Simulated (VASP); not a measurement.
# HfC (P6_3/mmc) in VASP: a series of runs

HfC is run at these levels: PBEsol; tasks: single point.

Program: VASP 6.6.1. These are calculated values, not measurements. Logs are shortened: lines on timing, memory, paths and dates and some standing lists are left out, and cuts for length are marked.

### 1 The cell of the first run

It takes space group P6_3/mmc (No. 194, hexagonal). Conventional cell: a = 3.343 Å, b = 3.343 Å, c = 5.203 Å, α = 90.00°, β = 90.00°, γ = 120.00°. Hf (site symmetry -6m2) has 6 C at 2.33 Å within 3.1 Å. C (site symmetry -3m) has 6 Hf at 2.33 Å and 2 C at 2.60 Å within 3.1 Å.

### 2 Single point, PBEsol

Contents of INCAR:

```
PREC     = Accurate       # precision mode
ENCUT    = 520            # plane-wave cutoff, eV
EDIFF    = 1E-6           # SCF threshold, eV
ISMEAR   = 1              # smearing method
SIGMA    = 0.05           # smearing width, eV
LREAL    = F              # projectors in reciprocal space
LASPH    = T              # aspherical terms in the spheres
NELM     = 80             # most SCF steps
ALGO     = Normal         # electronic algorithm
ISIF     = 2              # what is computed and relaxed
LWAVE    = F              # write WAVECAR
LCHARG   = F              # write CHGCAR
GGA      = PS             # functional
NBANDS   = 22             # bands
```

Contents of KPOINTS:

```
regular mesh
0
Gamma
  9 9 5
```

Contents of POSCAR:

```
HfC
1.0
    3.3428660500      0.0000000000      0.0000000000
   -1.6714330300      2.8950069200      0.0000000000
    0.0000000000      0.0000000000      5.2027140000
Hf C
2 2
Direct
    0.6666666667      0.3333333333      0.7500000000
    0.3333333333      0.6666666667      0.2500000000
    0.0000000000      0.0000000000      0.0000000000
    0.0000000000      0.0000000000      0.5000000000
```

Potentials or basis: VASP PAW PBE potentials, release 64 (Hf_pv, C).

On the command line:

```sh
cat potpaw_PBE.64/Hf_pv/POTCAR potpaw_PBE.64/C/POTCAR > POTCAR
mpirun -np 1 vasp_std > vasp.out
```

OUTCAR:

```text
PREC = Accurate
   ENCUT = 520
   EDIFF = 1E-6
   ISMEAR = 1
   LREAL = F
   LASPH = T
   NELM = 80
   ISIF = 2
   GGA = PS

 ion  position               nearest neighbor table
   1  0.667  0.333  0.750-   3 2.33   4 2.33   3 2.33   4 2.33   3 2.33   4 2.33   2 3.24   2 3.24
                             2 3.24   2 3.24   2 3.24   2 3.24
   2  0.333  0.667  0.250-   3 2.33   4 2.33   3 2.33   4 2.33   3 2.33   4 2.33   1 3.24   1 3.24
                             1 3.24   1 3.24   1 3.24   1 3.24
   3  0.000  0.000  0.000-   1 2.33   2 2.33   1 2.33   2 2.33   1 2.33   2 2.33
   4  0.000  0.000  0.500-   1 2.33   2 2.33   1 2.33   2 2.33   1 2.33   2 2.33

  LATTYP: Found a hexagonal cell.
 ALAT       =     3.3428660500
 C/A-ratio  =     1.5563632889

  Lattice vectors:

 A1 = (   3.3428660500,   0.0000000000,   0.0000000000)
 A2 = (  -1.6714330300,   2.8950069200,   0.0000000000)
 A3 = (   0.0000000000,   0.0000000000,   5.2027140000)

Analysis of symmetry for initial positions (statically):
=====================================================================
 Subroutine PRICEL returns:
 Original cell was already a primitive cell.

 Routine SETGRP: Setting up the symmetry group for a
 hexagonal supercell.

 Subroutine GETGRP returns: Found 24 space group operations
 (whereof 12 operations were pure point group operations)
 out of a pool of 24 trial point group operations.

The static configuration has the point symmetry D_3d.
 The point group associated with its full space group is D_6h.

Analysis of symmetry for dynamics (positions and initial velocities):
=====================================================================
 Subroutine PRICEL returns:
 Original cell was already a primitive cell.

 Routine SETGRP: Setting up the symmetry group for a
 hexagonal supercell.

 Subroutine GETGRP returns: Found 24 space group operations
 (whereof 12 operations were pure point group operations)
 out of a pool of 24 trial point group operations.

The dynamic configuration has the point symmetry D_3d.
 The point group associated with its full space group is D_6h.

 Subroutine INISYM returns: Found 24 space group operations
 (whereof 12 operations are pure point group operations),
 and found     1 'primitive' translations

----------------------------------------------------------------------------------------

                                     Primitive cell

  volume of cell :      50.3499

  direct lattice vectors                    reciprocal lattice vectors
     3.342866050  0.000000000  0.000000000     0.299144502  0.172711159  0.000000000
    -1.671433030  2.895006920  0.000000000     0.000000000  0.345422318  0.000000000
     0.000000000  0.000000000  5.202714000     0.000000000  0.000000000  0.192207375

  length of vectors
     3.342866050  3.342866052  5.202714000     0.345422318  0.345422318  0.192207375

  position of ions in fractional coordinates (direct lattice)
     0.666666667  0.333333333  0.750000000
     0.333333333  0.666666667  0.250000000
     0.000000000  0.000000000  0.000000000
     0.000000000  0.000000000  0.500000000

  ion indices of the primitive-cell ions
   primitive index   ion index
                 1           1
                 2           2
                 3           3
                 4           4

----------------------------------------------------------------------------------------

 KPOINTS: regular mesh

Automatic generation of k-mesh.
 Grid dimensions read from file:
 generate k-points for:    9    9    5

 Generating k-lattice:

  Cartesian coordinates                     Fractional coordinates (reciprocal lattice)
     0.033238278  0.019190129  0.000000000     0.111111111 -0.000000000  0.000000000
     0.000000000  0.038380258  0.000000000     0.000000000  0.111111111  0.000000000
     0.000000000  0.000000000  0.038441475     0.000000000  0.000000000  0.200000000

  Length of vectors
     0.038380258  0.038380258  0.038441475

  Shift w.r.t. Gamma in fractional coordinates (k-lattice)
     0.000000000  0.000000000  0.000000000

 Subroutine IBZKPT returns following result:
 ===========================================

 Found     36 irreducible k-points:

 Following reciprocal coordinates:
            Coordinates               Weight
  0.000000  0.000000  0.000000      1.000000
  0.111111  0.000000  0.000000      6.000000
  0.222222  0.000000  0.000000      6.000000
  0.333333  0.000000  0.000000      6.000000
  0.444444  0.000000  0.000000      6.000000
  0.111111  0.111111  0.000000      6.000000
[... 16 lines left out ...]
  0.333333  0.222222  0.200000     24.000000
  0.333333  0.333333  0.200000      4.000000
 [... further k-points ...]
   k-points           NKPTS =     36   k-points in BZ     NKDIM =     36   number of bands    NBANDS=     22
   number of dos      NEDOS =    301   number of ions     NIONS =      4
   total plane-waves  NPLWV =  31360
   dimension x,y,z NGX =    28 NGY =   28 NGZ =   40
   dimension x,y,z NGXF=    56 NGYF=   56 NGZF=   80
   ions per type =               2   2
   NGX,Y,Z   is equivalent  to a cutoff of  13.92, 13.92, 12.78 a.u.
   NGXF,Y,Z  is equivalent  to a cutoff of  27.85, 27.85, 25.56 a.u.
 SYSTEM =  unknown system
   PREC   = accura    normal or accurate (medium, high low for compatibility)
   ISTART =      0    job   : 0-new  1-cont  2-samecut
   ICHARG =      2    charge: 1-file 2-atom 10-const
   ISPIN  =      1    spin polarized calculation?
   LNONCOLLINEAR =      F non collinear calculations
   LSORBIT =      F    spin-orbit coupling
   LASPH  =      T    aspherical Exc in radial PAW
   ENCUT  =  520.0 eV  38.22 Ry    6.18 a.u.   6.22  6.22  9.67*2*pi/ulx,y,z
   NELM   =     80;   NELMIN=  2; NELMDL= -5     # of ELM steps
   EDIFF  = 0.1E-05   stopping-criterion for ELM
   LREAL  =      F    real-space projection
   EDIFFG = 0.1E-04   stopping-criterion for IOM
   NSW    =      0    number of steps for IOM
   IBRION =     -1    ionic relax: 0-MD 1-quasi-New 2-CG
   NFREE  =      0    steps in history (QN), initial steepest desc. (CG)
   ISIF   =      2    stress and relaxation
   ISYM   =      2    0-nonsym 1-usesym 2-fastsym
   POTIM  = 0.5000    time-step for ionic-motion
   TEBEG  =    0.0;   TEEND  =   0.0 temperature during run
   PSTRESS=    0.0 pullay stress
   NELECT =      28.0000    total number of electrons
   NUPDOWN=      -1.0000    fix difference up-down
   EMIN   =  10.00;   EMAX   =-10.00  energy-range for DOS
   EFERMI =   0.00;   METHOD = LEGACY
   ISMEAR =     1;   SIGMA  =   0.05  broadening in eV -4-tet -1-fermi 0-gaus
   EFERMI_NEDOS =   21; number of points for ismear=-14 and -15
   IALGO  =     38    algorithm
   IMIX   =      4    mixing-type and parameters
     AMIX     =   0.40;   BMIX     =  1.00
     AMIX_MAG =   1.60;   BMIX_MAG =  1.00
  volume/ion in A,a.u.               =      12.59        84.94
  Fermi-wavevector in a.u.,A,eV,Ry     =   1.346257  2.544057 24.659309  1.812408
  Thomas-Fermi vector in A             =   2.474104
   LORBIT       =      0    0 simple, 1 ext, 2 COOP (PROOUT), +10 PAW based schemes
   GGA     = PS    functional components
   LHFCALC =     F    Hartree Fock is set to
   AEXX    =    0.0000 exact exchange contribution
   IVDW    =     0    specifies the selected vdW correction
   LEPSILON=     F    determine dielectric tensor
   LRPA    =     F    only Hartree local field effects (RPA)
 non-spin polarized calculation
 Methfessel and Paxton  Order N= 1 SIGMA  =   0.05
  energy-cutoff  :      520.00
  volume of cell :       50.35
 maximum number of plane-waves:      1375
 NGX is ok and might be reduce to    28
   NGX = 13   NGY = 13   NGZ = 19

 number of electron      28.0000002 magnetization

 Free energy of the ion-electron system (eV)
  ---------------------------------------------------
  ext. energy  EPLUGINS =         0.00000000
  ---------------------------------------------------
  free energy    TOTEN  =       -43.59227866 eV

  energy without entropy =      -43.59218893  energy(sigma->0) =      -43.59224875

 E-fermi :   6.2082     XC(G=0): -12.4128

 val. band max:        6.1907579979   @ k =   0.2222   0.2222   0.2000
 cond. band min:       6.2802011925   @ k =   0.1111   0.1111   0.2000
 fundamental gap:      0.0894431946
 Fermi energy:         6.2081716341

 k-point     1 :       0.0000    0.0000    0.0000
  band No.  band energies     occupation
      1     -24.2999      2.00000
      2     -23.7285      2.00000
      3     -23.7285      2.00000
      4     -23.6379      2.00000
      5     -23.6379      2.00000
      6     -23.5528      2.00000
[... 14 lines left out ...]
     21      10.2824      0.00000
     22      14.4105      0.00000

 k-point     2 :       0.1111    0.0000    0.0000
  band No.  band energies     occupation
      1     -24.2710      2.00000
      2     -23.7861      2.00000
      3     -23.7504      2.00000
      4     -23.6919      2.00000
      5     -23.6405      2.00000
      6     -23.5640      2.00000
[... 14 lines left out ...]
     21      10.9524      0.00000
     22      13.8458      0.00000

 k-point     3 :       0.2222    0.0000    0.0000
  band No.  band energies     occupation
      1     -24.1918      2.00000
      2     -23.9332      2.00000
      3     -23.8210      2.00000
      4     -23.8000      2.00000
      5     -23.6523      2.00000
      6     -23.5983      2.00000
[... 14 lines left out ...]
     21      12.6227      0.00000
     22      12.7941      0.00000
[... 476 lines left out ...]
 k-point    23 :       0.3333    0.2222    0.2000
  band No.  band energies     occupation
      1     -24.1746      2.00000
      2     -24.0826      2.00000
      3     -23.9869      2.00000
      4     -23.8585      2.00000
      5     -23.8091      2.00000
      6     -23.7073      2.00000
[... 14 lines left out ...]
     21      13.2566      0.00000
     22      13.7283      0.00000

 k-point    24 :       0.3333    0.3333    0.2000
  band No.  band energies     occupation
      1     -24.1424      2.00000
      2     -24.0508      2.00000
      3     -24.0508      2.00000
      4     -23.9133      2.00000
      5     -23.7593      2.00000
      6     -23.7593      2.00000
[... 14 lines left out ...]
     21      14.1422      0.00000
     22      14.1422      0.00000

 [... further k-points ...]

------------------------ aborting loop because EDIFF is reached ----------------------------------------

  FORCE on cell =-STRESS in cart. coord.  units (eV):
  Direction    XX          YY          ZZ          XY          YZ          ZX
  --------------------------------------------------------------------------------------
  -------------------------------------------------------------------------------------
  Total       -2.8559004     -2.8559004     -1.6831566      0.0000000      0.0000000      0.0000000
  in kB      -90.8772354    -90.8772354    -53.5595074      0.0000002      0.0000000      0.0000000
  external PRESSURE =     -78.4379927 kB  Pullay stress =       0.0000000 kB

 VOLUME and BASIS-vectors are now :
 -----------------------------------------------------------------------------
  energy-cutoff  :      520.00
  volume of cell :       50.35
      direct lattice vectors                 reciprocal lattice vectors
     3.342866050  0.000000000  0.000000000     0.299144502  0.172711159  0.000000000
    -1.671433030  2.895006920  0.000000000     0.000000000  0.345422318  0.000000000
     0.000000000  0.000000000  5.202714000     0.000000000  0.000000000  0.192207375

 POSITION                                       TOTAL-FORCE (eV/Angst)
 -----------------------------------------------------------------------------------
      1.67143      0.96500      3.90204         0.000000      0.000000      0.000000
     -0.00000      1.93000      1.30068        -0.000000     -0.000000      0.000000
      0.00000      0.00000      0.00000        -0.000000     -0.000000      0.000000
      0.00000      0.00000      2.60136         0.000000     -0.000000      0.000000
 -----------------------------------------------------------------------------------
    total drift:                                0.000000     -0.000000      0.000000

  FREE ENERGIE OF THE ION-ELECTRON SYSTEM (eV)
  ---------------------------------------------------
  free  energy   TOTEN  =       -43.5922786619 eV

  energy  without entropy=      -43.5921889280  energy(sigma->0) =      -43.59224875
```

Wall time 80 s (1 thread of AMD EPYC 7R13, shared host); peak memory 0.17 GiB.

What came out:

```
Free energy            : -43.5923 eV
Pressure               : -7.8 GPa
Band gap on the k mesh : zero (band 14 reaches 7.25 eV, above the bottom of band 15 at 6.19 eV)
```

Levels at points of the mesh, in eV from the Fermi level:
| k point | band 11 | band 12 | band 13 | band 14 | band 15 | band 16 | band 17 | band 18 |
| --- | --- | --- | --- | --- | --- | --- | --- | --- |
| (0.00, 0.00, 0.00) | -3.05 | -1.14 | -1.14 | 1.04 | 1.47 | 1.47 | 1.94 | 1.94 |

Caveat: the PAW data sets were made with another functional, which shifts forces and pressure a little; spin-orbit coupling is left out, which moves the levels of the heavy elements.

(Continued in part 2 of 2.)
